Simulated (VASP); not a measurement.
# CsI in VASP: notebook, part 3 of 3

VASP 6.6.1. Earlier steps stand in the parts before.

## 4. Electric field gradients, LDA (volume scaled by 0.98)

Contents of INCAR:

```
SYSTEM = CsI
PREC     = Accurate       ! precision mode
ENCUT    = 400            ! plane-wave cutoff, eV
EDIFF    = 1E-8           ! SCF threshold, eV
ISMEAR   = -1             ! smearing method
SIGMA    = 0.01           ! smearing width, eV
LREAL    = .False.        ! projectors in reciprocal space
LASPH    = .True.         ! aspherical terms in the spheres
NELM     = 120            ! most SCF steps
ALGO     = Normal         ! electronic algorithm
ISIF     = 2              ! what is computed and relaxed
LWAVE    = .False.        ! write WAVECAR
LCHARG   = .False.        ! write CHGCAR
LEFG     = .True.       
NBANDS   = 15             ! bands
GGA_COMPAT= .False.
```

Contents of KPOINTS:

```
Automatic mesh
0
Gamma
  7 7 7
  0 0 0
```

Contents of POSCAR:

```
CsI
1.0
    4.5360500832      0.0000000000      0.0000000000
    0.0000000000      4.5360500832      0.0000000000
    0.0000000000      0.0000000000      4.5360500832
Cs I
1 1
Direct
    0.0000000000      0.0000000000      0.0000000000
    0.5000000000      0.5000000000      0.5000000000
```

Potentials or basis: VASP PAW LDA potentials, release 64 (Cs_sv, I).

The run is started by

```
> cat potpaw_LDA.64/Cs_sv/POTCAR potpaw_LDA.64/I/POTCAR > POTCAR
> mpirun -np 1 vasp_std > vasp.out
```

OUTCAR:

```text
SYSTEM = CsI
   PREC = Accurate
   ENCUT = 400
   EDIFF = 1E-8
   ISMEAR = -1
   LREAL = .False.
   LASPH = .True.
   NELM = 120
   ISIF = 2

 ion  position               nearest neighbor table
   1  0.000  0.000  0.000-
   2  0.500  0.500  0.500-

  LATTYP: Found a simple cubic cell.
 ALAT       =     4.5360500832

  Lattice vectors:

 A1 = (   4.5360500832,   0.0000000000,   0.0000000000)
 A2 = (   0.0000000000,   4.5360500832,   0.0000000000)
 A3 = (   0.0000000000,   0.0000000000,   4.5360500832)

Analysis of symmetry for initial positions (statically):
[... 562 lines left out ...]
  ---------------------------------------------------
  free  energy   TOTEN  =        -6.1573527150 eV

  energy  without entropy=       -6.1573527150  energy(sigma->0) =       -6.15735272

 Electric field gradients (V/A^2)
---------------------------------------------------------------------
 ion       V_xx      V_yy      V_zz      V_xy      V_xz      V_yz
---------------------------------------------------------------------
   1       0.000     0.000     0.000    -0.000     0.000    -0.000
   2       0.000     0.000    -0.000    -0.000     0.000    -0.000
---------------------------------------------------------------------

 Electric field gradients after diagonalization (V/A^2)
 (convention: |V_zz| > |V_xx| > |V_yy|)
----------------------------------------------------------------------
 ion       V_xx      V_yy      V_zz     asymmetry (V_yy - V_xx)/ V_zz
----------------------------------------------------------------------
   1       0.000     0.000     0.000      -0.048
   2       0.000     0.000    -0.000       0.003
----------------------------------------------------------------------

           NMR quadrupolar parameters

 Cq : quadrupolar parameter    Cq=e*Q*V_zz/h
 eta: asymmetry parameters     (V_yy - V_xx)/ V_zz
 Q  : nuclear electric quadrupole moment in mb (millibarn)
----------------------------------------------------------------------
 ion       Cq(MHz)       eta       Q (mb)
----------------------------------------------------------------------
   1       0.000      -0.048       1.000
   2      -0.000       0.003       1.000
----------------------------------------------------------------------
```

Run time: 13 s. Hardware: 1 thread of AMD EPYC 7R43 (Zen 3), shared host; peak memory 0.12 GiB.

What came out:

```yaml
Free_energy: -6.1574 eV
Pressure: -1.2 GPa
Band_gap_on_the_k_mesh: 3.63 eV, indirect (least direct gap 3.69 eV)
```

Caveat: without QUAD_EFG the Cq values of the log hold for a quadrupole moment of 1 mb, not for the nuclei; spin-orbit coupling is left out, which moves the levels of the heavy elements. A k mesh can miss the band edges.

## 5. Electric field gradients, LDA (volume scaled by 0.98)

Contents of INCAR:

```
SYSTEM = CsI
  ALGO = Normal
  EDIFF = 1E-8
  ENCUT = 400
  GGA = CA
  GGA_COMPAT = .FALSE.
  ISIF = 2
  ISMEAR = -1
  LASPH = .TRUE.
  LCHARG = .FALSE.
  LEFG = .TRUE.
  LREAL = .FALSE.
  LWAVE = .FALSE.
  NBANDS = 15
  NELM = 120
  PREC = Accurate
  SIGMA = 0.01
```

Contents of KPOINTS:

```
k-points
0
G
  7 7 7
  0 0 0
```

POSCAR is that of step 4.

Potentials or basis: VASP PAW LDA potentials, release 64 (Cs_sv, I).

The run is started by

```
> cat potpaw_LDA.64/Cs_sv/POTCAR potpaw_LDA.64/I/POTCAR > POTCAR
> mpirun -np 1 vasp_std > vasp.out
```

OUTCAR:

```text
SYSTEM = CsI
   EDIFF = 1E-8
   ENCUT = 400
   GGA = CA
   ISIF = 2
   ISMEAR = -1
   LASPH = .TRUE.
   LREAL = .FALSE.
   NELM = 120
   PREC = Accurate

 ion  position               nearest neighbor table
   1  0.000  0.000  0.000-
   2  0.500  0.500  0.500-

  LATTYP: Found a simple cubic cell.
 ALAT       =     4.5360500832

  Lattice vectors:

 A1 = (   4.5360500832,   0.0000000000,   0.0000000000)
 A2 = (   0.0000000000,   4.5360500832,   0.0000000000)
 A3 = (   0.0000000000,   0.0000000000,   4.5360500832)

Analysis of symmetry for initial positions (statically):
=====================================================================
 Subroutine PRICEL returns:
 Original cell was already a primitive cell.

 Routine SETGRP: Setting up the symmetry group for a
 simple cubic supercell.

 Subroutine GETGRP returns: Found 48 space group operations
[... 539 lines left out ...]
  energy-cutoff  :      400.00
  volume of cell :       93.33
      direct lattice vectors                 reciprocal lattice vectors
     4.536050083  0.000000000  0.000000000     0.220456120  0.000000000  0.000000000
     0.000000000  4.536050083  0.000000000     0.000000000  0.220456120  0.000000000
     0.000000000  0.000000000  4.536050083     0.000000000  0.000000000  0.220456120

 POSITION                                       TOTAL-FORCE (eV/Angst)
 -----------------------------------------------------------------------------------
      0.00000      0.00000      0.00000         0.000000      0.000000      0.000000
      2.26803      2.26803      2.26803         0.000000      0.000000      0.000000
 -----------------------------------------------------------------------------------
    total drift:                               -0.000000     -0.000000     -0.000000

  FREE ENERGIE OF THE ION-ELECTRON SYSTEM (eV)
  ---------------------------------------------------
  free  energy   TOTEN  =        -6.1573527150 eV

  energy  without entropy=       -6.1573527150  energy(sigma->0) =       -6.15735272

 Electric field gradients (V/A^2)
---------------------------------------------------------------------
 ion       V_xx      V_yy      V_zz      V_xy      V_xz      V_yz
---------------------------------------------------------------------
   1       0.000     0.000     0.000    -0.000     0.000    -0.000
   2       0.000     0.000    -0.000    -0.000     0.000    -0.000
---------------------------------------------------------------------

 Electric field gradients after diagonalization (V/A^2)
 (convention: |V_zz| > |V_xx| > |V_yy|)
----------------------------------------------------------------------
 ion       V_xx      V_yy      V_zz     asymmetry (V_yy - V_xx)/ V_zz
----------------------------------------------------------------------
   1       0.000     0.000     0.000      -0.048
   2       0.000     0.000    -0.000       0.003
----------------------------------------------------------------------

           NMR quadrupolar parameters

 Cq : quadrupolar parameter    Cq=e*Q*V_zz/h
 eta: asymmetry parameters     (V_yy - V_xx)/ V_zz
 Q  : nuclear electric quadrupole moment in mb (millibarn)
----------------------------------------------------------------------
 ion       Cq(MHz)       eta       Q (mb)
----------------------------------------------------------------------
   1       0.000      -0.048       1.000
   2      -0.000       0.003       1.000
----------------------------------------------------------------------
```

stdout:

```text
POSCAR found type information on POSCAR CsI
 POSCAR found :  2 types and       2 ions
 scaLAPACK will be used
 LDA part: xc-table for (Slater(with rela. corr.)+CA(PZ))
 , standard interpolation
 POSCAR, INCAR and KPOINTS ok, starting setup
 FFT: planning ... GRIDC
 FFT: planning ... GRID_SOFT
 FFT: planning ... GRID
 WAVECAR not read
 entering main loop
ion   1

ion   2
```

Wall time 13 s (1 thread of AMD EPYC 7R43 (Zen 3), shared host); peak memory 0.12 GiB.

Results:

```
Free energy            : -6.1574 eV
Pressure               : -1.2 GPa
Band gap on the k mesh : 3.63 eV, indirect (least direct gap 3.69 eV)
```

Levels at points of the mesh, in eV from the valence-band top:
| k point | band 6 | band 7 | band 8 | band 9 | band 10 | band 11 |
| --- | --- | --- | --- | --- | --- | --- |
| (0.00, 0.00, 0.00) | -0.06 | -0.06 | -0.06 | 3.63 | 3.96 | 3.96 |

Caveat: without QUAD_EFG the Cq values of the log hold for a quadrupole moment of 1 mb, not for the nuclei; spin-orbit coupling is left out, which moves the levels of the heavy elements.

## 6. Summary

```csv
cell,gap on the mesh (eV),pressure (GPa)
"a = 4.567, b = 4.567, c = 4.612 Å, 2 atoms",3.51,-1.5
"a = 4.551 Å, 2 atoms",3.60,-1.3
"a = 4.536 Å, 2 atoms",3.63,-1.2
```

Alike in all rows: task electric field gradients; level LDA; potentials or basis VASP PAW LDA potentials, release 64 (Cs_sv, I); no spin polarisation; k mesh 7 × 7 × 7; cutoff (eV) 400; smearing fermi-dirac 0.01 eV.

Caveats: spin-orbit coupling is left out, which moves the levels of the heavy elements.

Total energies depend on the potentials used, so only differences within one code and one set of settings carry meaning.
